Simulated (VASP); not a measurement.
A run of VASP 6.6.1 is set up as follows.

INCAR

```
SYSTEM = Zr
PREC = Accurate
ENCUT = 600
EDIFF = 1E-6
ISMEAR = -1
SIGMA = 0.15
LREAL = .False.
LASPH = .True.
NELM = 80
ALGO = Normal
ISIF = 3
LWAVE = .False.
LCHARG = .False.
GGA = CA
IBRION = 2
NSW = 80
EDIFFG = -0.001
```

KPOINTS

```
regular mesh
0
Gamma
  12 12 8
  0 0 0
```

Contents of POSCAR:

```
Zr
1.0
    3.1539189167      0.0000000028      0.0000000000
   -1.5769594608      2.7313739019      0.0000000000
    0.0000000000      0.0000000000      5.0620693064
Zr
2
Direct
    0.3333333333      0.6666666667      0.2500000000
    0.6666666667      0.3333333333      0.7500000000
```

Potentials or basis: VASP PAW LDA potentials, release 64 (Zr_sv).

Launch:

```sh
$ cat potpaw_LDA.64/Zr_sv/POTCAR > POTCAR
$ mpirun -np 1 vasp_std > vasp.out
```

Predict the band gap on the k mesh.

zero (bands 12 and 13 overlap by 1.14 eV).

Predict the space group after relaxing (to 0.1 Å).

P6_3/mmc (No. 194).

Estimate the relaxed volume.

21.84 Å³/atom.

The path:
```csv
step,energy change (eV),largest force (eV/Å),pressure (GPa),volume (Å³)
1,0.0000,0.0000,0.30,43.61
2,-0.0009,0.0000,-0.38,43.86
3,-0.0009,0.0000,-0.38,43.85
4,-0.0013,0.0000,0.01,43.68
5,-0.0013,0.0000,0.00,43.69
6,-0.0013,0.0000,-0.02,43.69
7,-0.0013,0.0000,-0.03,43.69
8,-0.0013,0.0000,-0.02,43.68
9,-0.0013,0.0000,0.09,43.64
10,-0.0013,0.0000,0.02,43.67
11,-0.0013,0.0000,0.01,43.68
12,-0.0013,0.0000,0.02,43.68
13,-0.0013,0.0000,0.01,43.69
14,-0.0013,0.0000,-0.03,43.71
15,-0.0013,0.0000,-0.06,43.70
16,-0.0013,0.0000,-0.04,43.69
17,-0.0013,0.0000,-0.05,43.69
18,-0.0013,0.0000,-0.03,43.68
19,-0.0013,0.0000,0.04,43.66
20,-0.0013,0.0000,0.05,43.67
21,-0.0013,0.0000,0.02,43.68
22,-0.0013,0.0000,0.03,43.68
23,-0.0013,0.0000,0.02,43.68
24,-0.0013,0.0000,0.01,43.68
25,-0.0013,0.0000,0.00,43.68
26,-0.0013,0.0000,0.01,43.68
27,-0.0013,0.0000,-0.01,43.68
28,-0.0013,0.0000,-0.01,43.68
29,-0.0013,0.0000,-0.01,43.68
30,-0.0013,0.0000,-0.01,43.68
31,-0.0013,0.0000,-0.01,43.68
32,-0.0013,0.0000,-0.01,43.68
33,-0.0013,0.0000,-0.01,43.68
34,-0.0013,0.0000,-0.01,43.68
35,-0.0013,0.0000,-0.01,43.68
36,-0.0013,0.0000,-0.01,43.68
37,-0.0013,0.0000,-0.02,43.68
38,-0.0013,0.0000,-0.01,43.68
39,-0.0013,0.0000,0.00,43.67
```
